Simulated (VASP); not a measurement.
Set up this calculation in VASP 6.6.1, as the native input.

```
Task                   : single point
Functional             : LDA
Potentials or basis    : VASP PAW LDA potentials, release 64 (Hg, Pd)
Cutoff                 : 520 eV
k mesh                 : 14 × 14 × 12
Occupations            : fermi-dirac, width 0.05 eV
Spin                   : no spin polarisation
Dipole correction      : no
Further INCAR settings : ALGO = Normal; EDIFF = 1e-07; NBANDS = 18
```

The structure of HgPd lies in POSCAR:

```
HgPd
1.0
    2.9801036068      0.0000000000      0.0000000000
    0.0000000000      2.9801036068      0.0000000000
    0.0000000000      0.0000000000      3.7007295525
Hg Pd
1 1
Direct
    0.0000000000      0.0000000000      0.0000000000
    0.5000000000      0.5000000000      0.5000000000
```

The input as run:

INCAR

```
SYSTEM = HgPd
ALGO = Normal
EDIFF = 1E-7
ENCUT = 520
ISIF = 2
ISMEAR = -1
LASPH = .TRUE.
LCHARG = .TRUE.
LELF = .TRUE.
LREAL = .FALSE.
LVHAR = .TRUE.
LWAVE = .FALSE.
NBANDS = 18
NELM = 80
PREC = Accurate
SIGMA = 0.05
```

KPOINTS

```
k-points
0
G
  14 14 12
  0 0 0
```

Potentials or basis: VASP PAW LDA potentials, release 64 (Hg, Pd).

The run is started by

```console
$ cat potpaw_LDA.64/Hg/POTCAR potpaw_LDA.64/Pd/POTCAR > POTCAR
$ mpirun -np 1 vasp_std > vasp.out
```

It gave:

```json
{"Pressure": "1.8 GPa", "Band gap on the k mesh": "zero (bands 11 and 12 overlap by 4.04 eV)"}
```

Caveat: spin-orbit coupling is left out, which moves the levels of the heavy elements.

Wall time 3.3 min on 1 thread of AMD EPYC 7571 (shared host), peak memory 0.23 GiB.
